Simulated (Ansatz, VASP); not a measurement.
# Two plane-wave programs on Pd

```
CELL_PARAMETERS angstrom
0.00000 1.79903 1.94490
1.79903 0.00000 1.94490
1.79903 1.79903 0.00000
ATOMIC_POSITIONS crystal
Pd 0.00000 0.00000 0.00000
```

Change from the starting cell: strain -0.0750 x Voigt [1, 1, 0, 0, 0, 0], atoms carried along.

Alike in both runs: task single point; functional PBE; k mesh 8 × 8 × 8; occupations gaussian, width 0.15 eV; no spin polarisation.

```csv
,VASP,Ansatz
version,VASP 6.6.1,Ansatz 0.2.0
potentials or method,"VASP PAW PBE potentials, release 64 (Pd), cutoff 500 eV","scalar-relativistic, plane waves, PAW"
valence electrons in the cell,10,18
```

VASP gave:

- gap on the k mesh at the Fermi level (eV): none
- pressure (GPa): 57.5
- traceless stress, the component that is largest in VASP (GPa): -5.91

Problem. Estimate Ansatz's values.

Solution. gap on the k mesh at the Fermi level (eV): none; pressure (GPa): 58.0; traceless stress, the component that is largest in VASP (GPa): -6.02.

A gap of «none» marks a metal or a gap that the smearing closes. Both programs put the cell under a high pressure, so it lies far from rest at this level. VASP's potentials hold 10 valence electrons a cell and Ansatz's 18, so a difference there can come from the potentials and not from the codes.

The k mesh is coarse, so the values compare programs but aren't converged.
